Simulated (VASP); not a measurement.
# Be16CO in VASP: further runs

Be16CO is run at these levels: PBE; tasks: single point.

Program: VASP 6.6.1. These are calculated values, not measurements. Logs are shortened: lines on timing, memory, paths and dates and some standing lists are left out, and cuts for length are marked.

**1. The cell of the first run**

The cell holds a slab with vacuum, 18 atoms: a = 4.525 Å, b = 4.525 Å, c = 23.476 Å, α = 90.00°, β = 90.00°, γ = 120.00°.

**2. Single point, PBE**

File INCAR:

```
PREC = Accurate
ENCUT = 520
EDIFF = 1E-6
ISMEAR = 0
SIGMA = 0.1
LREAL = Auto
LASPH = True
NELM = 80
ALGO = Normal
ISIF = 2
LWAVE = False
LCHARG = False
LDIPOL = True
IDIPOL = 3
DIPOL = 0.5 0.5 0.315
GGA = PE
NBANDS = 36
```

File KPOINTS:

```
Automatic mesh
0
Gamma
  6 6 1
```

File POSCAR:

```
Be16CO
1.0
    4.5254381410      0.0000000000      0.0000000000
   -2.2627190705      3.9191443934      0.0000000000
    0.0000000000      0.0000000000     23.4761687145
Be C O
16 1 1
Direct
    0.3333333333      0.1666666667      0.1703855535
    0.3333333333      0.6666666667      0.1703855535
    0.8333333333      0.1666666667      0.1703855535
    0.8333333333      0.6666666667      0.1703855535
    0.1666666667      0.3333333333      0.2463521558
    0.1666666667      0.8333333333      0.2463521558
    0.6666666667      0.3333333333      0.2463521558
    0.6666666667      0.8333333333      0.2463521558
    0.3333333333      0.1666666667      0.3241941575
    0.3333333333      0.6666666667      0.3241941575
    0.8333333333      0.1666666667      0.3241941575
    0.8333333333      0.6666666667      0.3241941575
    0.1666666667      0.3333333333      0.4036505628
    0.1666666667      0.8333333333      0.4036505628
    0.6666666667      0.3333333333      0.4036505628
    0.6666666667      0.8333333333      0.4036505628
    0.1666666667      0.3333333333      0.5301618363
    0.2713124495      0.2286875505      0.5651012626
```

Potentials or basis: VASP PAW PBE potentials, release 64 (Be, C, O).

Run with:

```console
$ cat potpaw_PBE.64/Be/POTCAR potpaw_PBE.64/C/POTCAR potpaw_PBE.64/O/POTCAR > POTCAR
$ mpirun -np 1 vasp_std > vasp.out
```

OUTCAR:

```text
PREC = Accurate
   ENCUT = 520
   EDIFF = 1E-6
   ISMEAR = 0
   LREAL = Auto
   LASPH = True
   NELM = 80
   ISIF = 2
   GGA = PE

 ion  position               nearest neighbor table
   1  0.333  0.167  0.170-   5 2.21   7 2.21   6 2.21   3 2.26   3 2.26   2 2.26   2 2.26   4 2.26
                             4 2.26
   2  0.333  0.667  0.170-   6 2.21   8 2.21   5 2.21   4 2.26   4 2.26   3 2.26   1 2.26   1 2.26
                             3 2.26
   3  0.833  0.167  0.170-   7 2.21   5 2.21   8 2.21   1 2.26   1 2.26   2 2.26   4 2.26   4 2.26
                             2 2.26
   4  0.833  0.667  0.170-   8 2.21   6 2.21   7 2.21   2 2.26   2 2.26   1 2.26   3 2.26   3 2.26
                             1 2.26
   5  0.167  0.333  0.246-   1 2.21   3 2.21   2 2.21   9 2.25  11 2.25  10 2.25   7 2.26   7 2.26
                             6 2.26   6 2.26   8 2.26   8 2.26
   6  0.167  0.833  0.246-   2 2.21   4 2.21   1 2.21  10 2.25  12 2.25   9 2.25   8 2.26   8 2.26
                             7 2.26   5 2.26   5 2.26   7 2.26
   7  0.667  0.333  0.246-   3 2.21   1 2.21   4 2.21  11 2.25   9 2.25  12 2.25   5 2.26   5 2.26
                             6 2.26   8 2.26   8 2.26   6 2.26
   8  0.667  0.833  0.246-   4 2.21   2 2.21   3 2.21  12 2.25  10 2.25  11 2.25   6 2.26   6 2.26
                             5 2.26   7 2.26   7 2.26   5 2.26
   9  0.333  0.167  0.324-   5 2.25   7 2.25   6 2.25  11 2.26  11 2.26  12 2.26  10 2.26  10 2.26
                            12 2.26  13 2.28  15 2.28  14 2.28
  10  0.333  0.667  0.324-   6 2.25   8 2.25   5 2.25  12 2.26  12 2.26   9 2.26   9 2.26  11 2.26
                            11 2.26  14 2.28  16 2.28  13 2.28
  11  0.833  0.167  0.324-   7 2.25   5 2.25   8 2.25   9 2.26   9 2.26  12 2.26  12 2.26  10 2.26
                            10 2.26  15 2.28  13 2.28  16 2.28
  12  0.833  0.667  0.324-   8 2.25   6 2.25   7 2.25  10 2.26  10 2.26  11 2.26  11 2.26   9 2.26
                             9 2.26  16 2.28  14 2.28  15 2.28
  13  0.167  0.333  0.404-  15 2.26  15 2.26  16 2.26  14 2.26  14 2.26  16 2.26   9 2.28  11 2.28
                            10 2.28
  14  0.167  0.833  0.404-  16 2.26  16 2.26  13 2.26  13 2.26  15 2.26  15 2.26  10 2.28  12 2.28
                             9 2.28
  15  0.667  0.333  0.404-  13 2.26  13 2.26  16 2.26  16 2.26  14 2.26  14 2.26  11 2.28   9 2.28
                            12 2.28
  16  0.667  0.833  0.404-  14 2.26  14 2.26  15 2.26  15 2.26  13 2.26  13 2.26  12 2.28  10 2.28
                            11 2.28
  17  0.167  0.333  0.530-  18 1.16
  18  0.271  0.229  0.565-  17 1.16

  LATTYP: Found a hexagonal cell.
 ALAT       =     4.5254381410
 C/A-ratio  =     5.1876012848

  Lattice vectors:

 A1 = (   4.5254381410,   0.0000000000,   0.0000000000)
 A2 = (  -2.2627190705,   3.9191443934,   0.0000000000)
 A3 = (   0.0000000000,   0.0000000000,  23.4761687145)

[... 166 lines left out ...]
   IMIX   =      4    mixing-type and parameters
     AMIX     =   0.40;   BMIX     =  1.00
     AMIX_MAG =   1.60;   BMIX_MAG =  1.00
  volume/ion in A,a.u.               =      23.13       156.10
  Fermi-wavevector in a.u.,A,eV,Ry     =   0.762076  1.440115  7.901715  0.580760
  Thomas-Fermi vector in A             =   1.861457
   LORBIT       =      0    0 simple, 1 ext, 2 COOP (PROOUT), +10 PAW based schemes
   GGA     = PE    functional components
   LHFCALC =     F    Hartree Fock is set to
   AEXX    =    0.0000 exact exchange contribution
   IVDW    =     0    specifies the selected vdW correction
   LEPSILON=     F    determine dielectric tensor
   LRPA    =     F    only Hartree local field effects (RPA)
 non-spin polarized calculation
 Gauss-broadening in eV      SIGMA  =   0.10
  energy-cutoff  :      520.00
  volume of cell :      416.37
 maximum number of plane-waves:     11313
 NGX is ok and might be reduce to    36
   NGX = 17   NGY = 17   NGZ = 87

 dipolmoment           0.000000      0.000000      0.096362 electrons x Angstroem

 number of electron      41.9999998 magnetization

 dipolmoment           0.000000      0.000000     -0.005523 electrons x Angstroem

 Free energy of the ion-electron system (eV)
  ---------------------------------------------------
  ext. energy  EPLUGINS =         0.00000000
  ---------------------------------------------------
  free energy    TOTEN  =       -70.92054393 eV

  energy without entropy =      -70.86845795  energy(sigma->0) =      -70.89450094

 E-fermi :  -1.3120     XC(G=0):  -4.8152

 val. band max:       -1.3255100908   @ k =   0.3333   0.0000   0.0000
 cond. band min:      -1.2724804543   @ k =   0.3333   0.1667   0.0000
 fundamental gap:      0.0530296366
 Fermi energy:        -1.3120025529

 k-point     1 :       0.0000    0.0000    0.0000
  band No.  band energies     occupation
      1     -25.0979      2.00000
      2     -11.3468      2.00000
      3     -10.1620      2.00000
      4      -9.9581      2.00000
      5      -7.9117      2.00000
      6      -7.6361      2.00000
[... 457 lines left out ...]
     32       4.1438      0.00000
     33       4.2709      0.00000
 [bands above 33 left out]

------------------------ aborting loop because EDIFF is reached ----------------------------------------

 vacuum level on the upper side and lower side of the slab       (xc-potential included)        -0.202        -0.133

  FORCE on cell =-STRESS in cart. coord.  units (eV):
  Direction    XX          YY          ZZ          XY          YZ          ZX
  --------------------------------------------------------------------------------------
  -------------------------------------------------------------------------------------
  Total       -7.4438461     -6.9853565      0.1234089      0.3970637      0.4047376     -0.7010186
  in kB      -28.6436825    -26.8794290      0.4748734      1.5278884      1.5574174     -2.6974972
  external PRESSURE =     -18.3494127 kB  Pullay stress =       0.0000000 kB

 VOLUME and BASIS-vectors are now :
 -----------------------------------------------------------------------------
  energy-cutoff  :      520.00
  volume of cell :      416.37
      direct lattice vectors                 reciprocal lattice vectors
     4.525438141  0.000000000  0.000000000     0.220973079  0.127578867  0.000000000
    -2.262719071  3.919144393  0.000000000     0.000000000  0.255157733  0.000000000
     0.000000000  0.000000000 23.476168715     0.000000000  0.000000000  0.042596388

 POSITION                                       TOTAL-FORCE (eV/Angst)
 -----------------------------------------------------------------------------------
      1.13136      0.65319      4.00000        -0.003742      0.002161     -0.194506
     -0.00000      2.61276      4.00000        -0.000444     -0.002312     -0.182587
      3.39408      0.65319      4.00000         0.001780      0.001540     -0.182587
      2.26272      2.61276      4.00000         0.003121     -0.001802     -0.194642
      0.00000      1.30638      5.78340         0.004065     -0.002347      0.272735
     -1.13136      3.26595      5.78340        -0.000524      0.004675      0.250643
[... 10 lines left out ...]
      0.00000      1.30638     12.44617         0.940249     -0.542853      1.251697
      0.71035      0.89626     13.26641        -0.922272      0.532474     -1.103374
 -----------------------------------------------------------------------------------
    total drift:                               -0.001457      0.000841     -0.005721

  FREE ENERGIE OF THE ION-ELECTRON SYSTEM (eV)
  ---------------------------------------------------
  free  energy   TOTEN  =       -70.9205439289 eV

  energy  without entropy=      -70.8684579524  energy(sigma->0) =      -70.89450094

 vacuum level on the upper side and lower side of the slab         3.850         3.926
```

stdout:

```text
POSCAR found type information on POSCAR BeC O
 POSCAR found :  3 types and      18 ions
 scaLAPACK will be used
 LDA part: xc-table for (Slater+PW92), standard interpolation
 POSCAR, INCAR and KPOINTS ok, starting setup
 FFT: planning ... GRIDC
 FFT: planning ... GRID_SOFT
 FFT: planning ... GRID
 WAVECAR not read
 entering main loop
```

It took 4.3 min on 1 thread of Intel Xeon 6975P-C (Granite Rapids), shared host; peak memory 0.55 GiB.

Results:

```
Free energy            : -70.9205 eV
Largest force          : 1.657 eV/Å
Band gap on the k mesh : zero (band 21 reaches -0.73 eV, above the bottom of band 22 at -3.00 eV)
```

Forces on the atoms (eV/Å):
```
Be  -0.004  0.002 -0.195
Be   0.000 -0.002 -0.183
Be   0.002  0.002 -0.183
Be   0.003 -0.002 -0.195
Be   0.004 -0.002  0.273
Be  -0.001  0.005  0.251
Be  -0.004 -0.002  0.251
Be   0.000  0.000  0.238
Be   0.029 -0.017 -0.046
Be   0.005  0.031 -0.004
Be  -0.024 -0.020 -0.004
Be  -0.010  0.006 -0.058
Be   0.020 -0.011  0.081
Be  -0.009  0.046 -0.128
Be  -0.044 -0.015 -0.128
Be   0.014 -0.008 -0.120
C    0.940 -0.543  1.252
O   -0.922  0.532 -1.103
```

Levels at points of the mesh, in eV from the Fermi level:
| k point | band 18 | band 19 | band 20 | band 21 | band 22 | band 23 | band 24 | band 25 | band 26 | band 27 |
| --- | --- | --- | --- | --- | --- | --- | --- | --- | --- | --- |
| (0.00, 0.00, 0.00) | -1.82 | -1.82 | -1.70 | -1.70 | -1.69 | 2.57 | 2.88 | 2.98 | 3.02 | 3.05 |
| (0.50, 0.00, 0.00) | -1.31 | -1.29 | 0.08 | 0.23 | 0.82 | 0.84 | 2.62 | 2.96 | 3.18 | 3.19 |
| (0.50, 0.50, 0.00) | -1.31 | -1.29 | 0.09 | 0.24 | 0.82 | 0.84 | 2.98 | 3.06 | 3.18 | 3.19 |

**3. Single point, PBE**

File INCAR:

```
  ALGO = Normal
  DIPOL = 0.5 0.5 0.308
  EDIFF = 1E-7
  ENCUT = 520
  GGA = PE
  IDIPOL = 3
  ISIF = 2
  ISMEAR = 0
  LASPH = True
  LCHARG = False
  LDIPOL = True
  LREAL = Auto
  LWAVE = False
  NBANDS = 36
  NELM = 80
  PREC = Accurate
  SIGMA = 0.1
```

File KPOINTS:

```
k-points
0
Gamma
  6 6 1
```

POSCAR, as its differences from that of step 2:

```diff
@@ -24,3 +24,3 @@
     0.6666666667      0.8333333333      0.4036505628
-    0.1666666667      0.3333333333      0.5301618363
-    0.2713124495      0.2286875505      0.5651012626
+    0.1666666667      0.3333333333      0.4735086397
+    0.3096154644      0.1903845356      0.4862973574
```

Potentials or basis: VASP PAW PBE potentials, release 64 (Be, C, O).

Run with:

```console
$ cat potpaw_PBE.64/Be/POTCAR potpaw_PBE.64/C/POTCAR potpaw_PBE.64/O/POTCAR > POTCAR
$ mpirun -np 1 vasp_std > vasp.out
```

Run time: 5.3 min. Hardware: 1 thread of Intel Xeon 6975P-C (Granite Rapids), shared host; peak memory 0.55 GiB.

It converged, with:

```yaml
Free_energy: -69.0034 eV
Largest_force: 3.703 eV/Å
Band_gap_on_the_k_mesh: zero (band 21 reaches -0.62 eV, above the bottom of band 22 at -1.58 eV)
```

Forces on the atoms (eV/Å):
```
Be  -0.068  0.039 -0.073
Be  -0.047 -0.107 -0.164
Be   0.069  0.094 -0.164
Be   0.019 -0.011 -0.109
Be  -0.001  0.001  0.505
Be  -0.032 -0.062  0.287
Be   0.038  0.059  0.287
Be   0.057 -0.033  0.063
Be   0.116 -0.067  0.367
Be  -0.022  0.161 -0.020
Be  -0.151 -0.062 -0.020
Be  -0.027  0.016 -0.235
Be  -0.796  0.460 -2.719
Be   0.096 -0.306 -0.855
Be   0.313  0.070 -0.855
Be  -0.026  0.015 -0.667
C   -1.829  1.056  1.780
O    2.290 -1.322  2.592
```

Levels at points of the mesh, in eV from the Fermi level:
```
           k point  band 17  band 18  band 19  band 20  band 21  band 22  band 23  band 24  band 25  band 26
(0.00, 0.00, 0.00)    -2.06    -1.90    -1.80    -1.79    -1.78    -0.64     0.20     1.46     2.73     2.79
(0.50, 0.00, 0.00)    -1.49    -1.35    -0.93    -0.16     0.31     0.59     0.90     1.89     2.27     3.10
(0.50, 0.50, 0.00)    -1.56    -1.35    -0.97     0.10     0.22     0.46     0.84     1.97     2.45     3.10
```
